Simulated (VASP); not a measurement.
# Ir (P6_3/mmc) in VASP: notebook

The runs below take Ir through relaxation of cell and atoms, with PBE.

All numbers are computed with VASP 6.6.1; they aren't measurements. Logs are shortened: lines on timing, memory, paths and dates and some standing lists are left out, and cuts for length are marked.

### Step 1. The cell of the first run

Symmetry: P6_3/mmc, No. 194, hexagonal system. Conventional cell: a = 2.710 Å, b = 2.710 Å, c = 4.425 Å, α = 90.00°, β = 90.00°, γ = 120.00°. Within 3.6 Å of Ir (site symmetry -6m2) lie 12 Ir at 2.71 Å.

### Step 2. Relaxation of cell and atoms, PBE, target pressure 20 GPa, at which the enthalpy is minimised

Input file INCAR:

```
  PREC = Accurate
  ENCUT = 600
  EDIFF = 1E-6
  ISMEAR = -1
  SIGMA = 0.05
  LREAL = F
  LASPH = T
  NELM = 60
  ALGO = Normal
  ISIF = 3
  LWAVE = F
  LCHARG = F
  GGA = PE
  IBRION = 2
  NSW = 80
  EDIFFG = -0.02
  PSTRESS = 200.0
```

Input file KPOINTS:

```
Automatic mesh
0
Gamma
  11 11 6
```

Input file POSCAR:

```
Ir
1.0
    2.7100000000      0.0000000000      0.0000000000
   -1.3550000000      2.3469288443      0.0000000000
    0.0000000000      0.0000000000      4.4254300000
Ir
2
Direct
    0.3333333333      0.6666666667      0.2500000000
    0.6666666667      0.3333333333      0.7500000000
```

Potentials or basis: VASP PAW PBE potentials, release 64 (Ir).

Started as:

```
> cat potpaw_PBE.64/Ir/POTCAR > POTCAR
> mpirun -np 1 vasp_std > vasp.out
```

OUTCAR:

```text
PREC = Accurate
   ENCUT = 600
   EDIFF = 1E-6
   ISMEAR = -1
   LREAL = F
   LASPH = T
   NELM = 60
   ISIF = 3
   GGA = PE
   IBRION = 2
   NSW = 80
   EDIFFG = -0.02
   PSTRESS = 200.0

 ion  position               nearest neighbor table
   1  0.333  0.667  0.250-   2 2.71   2 2.71   2 2.71   2 2.71   2 2.71   2 2.71
   2  0.667  0.333  0.750-   1 2.71   1 2.71   1 2.71   1 2.71   1 2.71   1 2.71

  LATTYP: Found a hexagonal cell.
 ALAT       =     2.7100000000
 C/A-ratio  =     1.6330000000

  Lattice vectors:

 A1 = (   2.7100000000,   0.0000000000,   0.0000000000)
 A2 = (  -1.3550000000,   2.3469288443,   0.0000000000)
 A3 = (   0.0000000000,   0.0000000000,   4.4254300000)

Analysis of symmetry for initial positions (statically):
=====================================================================
 Subroutine PRICEL returns:
 Original cell was already a primitive cell.

 Routine SETGRP: Setting up the symmetry group for a
 hexagonal supercell.

 Subroutine GETGRP returns: Found 24 space group operations
 (whereof 12 operations were pure point group operations)
 out of a pool of 24 trial point group operations.

The static configuration has the point symmetry D_3d.
 The point group associated with its full space group is D_6h.

Analysis of symmetry for dynamics (positions and initial velocities):
=====================================================================
 Subroutine PRICEL returns:
 Original cell was already a primitive cell.

 Routine SETGRP: Setting up the symmetry group for a
 hexagonal supercell.

 Subroutine GETGRP returns: Found 24 space group operations
 (whereof 12 operations were pure point group operations)
 out of a pool of 24 trial point group operations.

The dynamic configuration has the point symmetry D_3d.
 The point group associated with its full space group is D_6h.

 Subroutine INISYM returns: Found 24 space group operations
 (whereof 12 operations are pure point group operations),
 and found     1 'primitive' translations

----------------------------------------------------------------------------------------

                                     Primitive cell

  volume of cell :      28.1465

  direct lattice vectors                    reciprocal lattice vectors
     2.710000000  0.000000000  0.000000000     0.369003690  0.213044380  0.000000000
    -1.355000000  2.346928844  0.000000000     0.000000000  0.426088760  0.000000000
     0.000000000  0.000000000  4.425430000     0.000000000  0.000000000  0.225966742

  length of vectors
     2.710000000  2.710000000  4.425430000     0.426088760  0.426088760  0.225966742

  position of ions in fractional coordinates (direct lattice)
     0.333333333  0.666666667  0.250000000
     0.666666667  0.333333333  0.750000000

  ion indices of the primitive-cell ions
   primitive index   ion index
                 1           1
                 2           2

----------------------------------------------------------------------------------------

 KPOINTS: Automatic mesh

Automatic generation of k-mesh.
 Grid dimensions read from file:
 generate k-points for:   11   11    6

 Generating k-lattice:

  Cartesian coordinates                     Fractional coordinates (reciprocal lattice)
     0.033545790  0.019367671  0.000000000     0.090909091  0.000000000  0.000000000
     0.000000000  0.038735342  0.000000000     0.000000000  0.090909091  0.000000000
     0.000000000  0.000000000  0.037661124     0.000000000  0.000000000  0.166666667

  Length of vectors
     0.038735342  0.038735342  0.037661124

  Shift w.r.t. Gamma in fractional coordinates (k-lattice)
     0.000000000  0.000000000  0.000000000

 Subroutine IBZKPT returns following result:
 ===========================================

 Found     64 irreducible k-points:

 Following reciprocal coordinates:
            Coordinates               Weight
  0.000000  0.000000  0.000000      1.000000
  0.090909  0.000000  0.000000      6.000000
  0.181818 -0.000000  0.000000      6.000000
  0.272727  0.000000  0.000000      6.000000
  0.363636  0.000000  0.000000      6.000000
  0.454545 -0.000000  0.000000      6.000000
[... 16 lines left out ...]
  0.090909  0.090909  0.166667     12.000000
  0.181818  0.090909  0.166667     24.000000
 [... further k-points ...]
   k-points           NKPTS =     64   k-points in BZ     NKDIM =     64   number of bands    NBANDS=     13
   number of dos      NEDOS =    301   number of ions     NIONS =      2
   total plane-waves  NPLWV =  20736
   dimension x,y,z NGX =    24 NGY =   24 NGZ =   36
   dimension x,y,z NGXF=    48 NGYF=   48 NGZF=   72
   ions per type =               2
   NGX,Y,Z   is equivalent  to a cutoff of  14.72, 14.72, 13.52 a.u.
   NGXF,Y,Z  is equivalent  to a cutoff of  29.45, 29.45, 27.05 a.u.
 SYSTEM =  unknown system
   PREC   = accura    normal or accurate (medium, high low for compatibility)
   ISTART =      0    job   : 0-new  1-cont  2-samecut
   ICHARG =      2    charge: 1-file 2-atom 10-const
   ISPIN  =      1    spin polarized calculation?
   LNONCOLLINEAR =      F non collinear calculations
   LSORBIT =      F    spin-orbit coupling
   LASPH  =      T    aspherical Exc in radial PAW
   ENCUT  =  600.0 eV  44.10 Ry    6.64 a.u.   5.41  5.41  8.84*2*pi/ulx,y,z
   NELM   =     60;   NELMIN=  2; NELMDL= -5     # of ELM steps
   EDIFF  = 0.1E-05   stopping-criterion for ELM
   LREAL  =      F    real-space projection
   EDIFFG = -.2E-01   stopping-criterion for IOM
   NSW    =     80    number of steps for IOM
   IBRION =      2    ionic relax: 0-MD 1-quasi-New 2-CG
   NFREE  =      1    steps in history (QN), initial steepest desc. (CG)
   ISIF   =      3    stress and relaxation
   ISYM   =      2    0-nonsym 1-usesym 2-fastsym
   POTIM  = 0.5000    time-step for ionic-motion
   TEBEG  =    0.0;   TEEND  =   0.0 temperature during run
   PSTRESS=  200.0 pullay stress
   NELECT =      18.0000    total number of electrons
   NUPDOWN=      -1.0000    fix difference up-down
   EMIN   =  10.00;   EMAX   =-10.00  energy-range for DOS
   EFERMI =   0.00;   METHOD = LEGACY
   ISMEAR =    -1;   SIGMA  =   0.05  broadening in eV -4-tet -1-fermi 0-gaus
   EFERMI_NEDOS =   21; number of points for ismear=-14 and -15
   IALGO  =     38    algorithm
   IMIX   =      4    mixing-type and parameters
     AMIX     =   0.40;   BMIX     =  1.00
     AMIX_MAG =   1.60;   BMIX_MAG =  1.00
  volume/ion in A,a.u.               =      14.07        94.97
  Fermi-wavevector in a.u.,A,eV,Ry     =   1.410449  2.665362 27.066979  1.989367
  Thomas-Fermi vector in A             =   2.532402
   LORBIT       =      0    0 simple, 1 ext, 2 COOP (PROOUT), +10 PAW based schemes
   GGA     = PE    functional components
   LHFCALC =     F    Hartree Fock is set to
   AEXX    =    0.0000 exact exchange contribution
   IVDW    =     0    specifies the selected vdW correction
   LEPSILON=     F    determine dielectric tensor
   LRPA    =     F    only Hartree local field effects (RPA)
 conjugate gradient relaxation of ions
 non-spin polarized calculation
  energy-cutoff  :      600.00
  volume of cell :       28.15
 maximum number of plane-waves:       966
 NGX is ok and might be reduce to    24
   NGX = 11   NGY = 11   NGZ = 17

--------------------------------------- Ionic step        1  -------------------------------------------

 number of electron      18.0000001 magnetization

 Free energy of the ion-electron system (eV)
  ---------------------------------------------------
  ext. energy  EPLUGINS =         0.00000000
  ---------------------------------------------------
  free energy    TOTEN  =       -17.49239466 eV

  energy without entropy =      -17.46901792  energy(sigma->0) =      -17.48070629

------------------------ aborting loop because EDIFF is reached ----------------------------------------

  FORCE on cell =-STRESS in cart. coord.  units (eV):
  Direction    XX          YY          ZZ          XY          YZ          ZX
  --------------------------------------------------------------------------------------
  -------------------------------------------------------------------------------------
  Total        2.5720950      2.5720950      2.1235957      0.0000000      0.0000000      0.0000000
  in kB      146.4107278    146.4107278    120.8809126      0.0000000      0.0000000      0.0000000
  external PRESSURE =     -62.0992106 kB  Pullay stress =     200.0000000 kB

 VOLUME and BASIS-vectors are now :
 -----------------------------------------------------------------------------
  energy-cutoff  :      600.00
  volume of cell :       28.15
      direct lattice vectors                 reciprocal lattice vectors
     2.710000000  0.000000000  0.000000000     0.369003690  0.213044380  0.000000000
    -1.355000000  2.346928844  0.000000000     0.000000000  0.426088760  0.000000000
     0.000000000  0.000000000  4.425430000     0.000000000  0.000000000  0.225966742
[... 198 lines left out ...]
  FREE ENERGIE OF THE ION-ELECTRON SYSTEM (eV)
  ---------------------------------------------------
  free  energy   TOTEN  =       -17.4504791473 eV

  energy  without entropy=      -17.4266301296  energy(sigma->0) =      -17.43855464

  enthalpy is  TOTEN    =       -13.9877123866 eV   P V=        3.4627667607

--------------------------------------- Ionic step        7  -------------------------------------------

 number of electron      18.0000001 magnetization

 Free energy of the ion-electron system (eV)
  ---------------------------------------------------
  ext. energy  EPLUGINS =         0.00000000
  ---------------------------------------------------
  free energy    TOTEN  =       -17.45004027 eV

  energy without entropy =      -17.42639289  energy(sigma->0) =      -17.43821658

 E-fermi :  10.8667     XC(G=0): -14.1075

 val. band max:       10.8519935550   @ k =   0.3636   0.1818   0.1667
 cond. band min:      10.8718536115   @ k =   0.2727   0.0909   0.3333
 fundamental gap:      0.0198600566
 Fermi energy:        10.8667480121

 k-point     1 :       0.0000    0.0000    0.0000
  band No.  band energies     occupation
      1      -0.5800      2.00000
      2       2.4648      2.00000
      3       6.7936      2.00000
      4       6.9031      2.00000
      5       6.9031      2.00000
      6       7.5863      2.00000
      7       7.5863      2.00000
      8       8.4167      2.00000
      9       8.4167      2.00000
     10       9.9932      2.00000
     11      11.1609      0.00556
     12      11.1609      0.00556
     13      18.1567      0.00000

 k-point     2 :       0.0909    0.0000    0.0000
  band No.  band energies     occupation
      1      -0.2513      2.00000
      2       2.7554      2.00000
      3       6.3422      2.00000
      4       7.1833      2.00000
      5       7.2655      2.00000
      6       7.4370      2.00000
      7       7.8487      2.00000
      8       7.9573      2.00000
      9       8.2113      2.00000
     10       8.8278      2.00000
     11      11.2808      0.00051
[... 339 lines left out ...]
 k-point    24 :       0.1818    0.0909    0.1667
  band No.  band energies     occupation
      1       1.6931      2.00000
      2       4.0396      2.00000
      3       5.3335      2.00000
      4       5.5705      2.00000
      5       6.5952      2.00000
      6       7.2465      2.00000
      7       7.7937      2.00000
      8       8.5420      2.00000
      9       9.2323      2.00000
     10       9.4870      2.00000
     11      11.4293      0.00003
     12      14.8734      0.00000
     13      19.9654      0.00000

 [... further k-points ...]

------------------------ aborting loop because EDIFF is reached ----------------------------------------

  FORCE on cell =-STRESS in cart. coord.  units (eV):
  Direction    XX          YY          ZZ          XY          YZ          ZX
  --------------------------------------------------------------------------------------
  -------------------------------------------------------------------------------------
  Total        3.4833867      3.4833867      3.4909518      0.0000000      0.0000000     -0.0000000
  in kB      201.2217023    201.2217024    201.6587056      0.0000000      0.0000000     -0.0000000
  external PRESSURE =       1.3673701 kB  Pullay stress =     200.0000000 kB

 VOLUME and BASIS-vectors are now :
 -----------------------------------------------------------------------------
  energy-cutoff  :      600.00
  volume of cell :       27.74
      direct lattice vectors                 reciprocal lattice vectors
     2.702574856 -0.000000000  0.000000000     0.370017503  0.213629705  0.000000000
    -1.351287428  2.340498481  0.000000000     0.000000000  0.427259410  0.000000000
     0.000000000 -0.000000000  4.384815868    -0.000000000 -0.000000000  0.228059748

 POSITION                                       TOTAL-FORCE (eV/Angst)
 -----------------------------------------------------------------------------------
     -0.00000      1.56033      1.09620         0.000000     -0.000000      0.000000
      1.35129      0.78017      3.28861        -0.000000      0.000000      0.000000
 -----------------------------------------------------------------------------------
    total drift:                               -0.000000      0.000000     -0.000000

  FREE ENERGIE OF THE ION-ELECTRON SYSTEM (eV)
  ---------------------------------------------------
  free  energy   TOTEN  =       -17.4500402728 eV

  energy  without entropy=      -17.4263928902  energy(sigma->0) =      -17.43821658

  enthalpy is  TOTEN    =       -13.9878026645 eV   P V=        3.4622376084

 reached required accuracy - stopping structural energy minimisation
```

Wall time 67 s (1 thread of Intel Xeon Platinum 8259CL at 2.50GHz (Skylake/Cascade Lake), shared host); peak memory 0.18 GiB.

Results:

```yaml
Free_energy: -17.4500 eV
Relaxed_volume: 13.87 Å³/atom
Relaxed_cell: a = 2.703 Å, b = 2.703 Å, c = 4.385 Å, α = 90.00°, β = 90.00°, γ = 120.00°
Space_group_after_relaxing_to_0.05_Å: P6_3/mmc (No. 194)
Energy_change_on_relaxing_the_enthalpy_is_what_falls: +21.2 meV/atom
Ionic_steps: 7
Pressure_after_relaxing: 20.1 GPa
Band_gap_on_the_k_mesh: zero (band 9 reaches 11.89 eV, above the bottom of band 10 at 8.53 eV)
```

The path:
| step | energy change (eV) | largest force (eV/Å) | pressure (GPa) | volume (Å³) |
| --- | --- | --- | --- | --- |
| 1 | 0.0000 | 0.0000 | 13.79 | 28.15 |
| 2 | 0.4386 | 0.0000 | 54.21 | 25.98 |
| 3 | 0.0416 | 0.0000 | 19.97 | 27.75 |
| 4 | 0.0430 | 0.0000 | 20.13 | 27.73 |
| 5 | 0.0440 | 0.0000 | 20.27 | 27.73 |
| 6 | 0.0419 | 0.0000 | 20.10 | 27.74 |
| 7 | 0.0424 | 0.0000 | 20.14 | 27.74 |

Final structure:
```
CELL_PARAMETERS angstrom
2.70257 0.00000 0.00000
-1.35129 2.34050 0.00000
0.00000 0.00000 4.38482
ATOMIC_POSITIONS crystal
Ir 0.33333 0.66667 0.25000
Ir 0.66667 0.33333 0.75000
```

Levels at points of the mesh, in eV from the Fermi level:
```tsv
k point	band 6	band 7	band 8	band 9	band 10	band 11	band 12	band 13
(0.00, 0.00, 0.00)	-3.28	-3.28	-2.45	-2.45	-0.87	0.29	0.29	7.29
(0.00, 0.00, 0.50)	-4.09	-4.09	-4.09	-0.47	-0.47	-0.47	-0.47	13.65
```

Caveat: the cell is relaxed towards a set pressure, so the enthalpy falls and the energy may rise; spin-orbit coupling is left out, which moves the levels of the heavy elements.

[end of part 1 of 3]
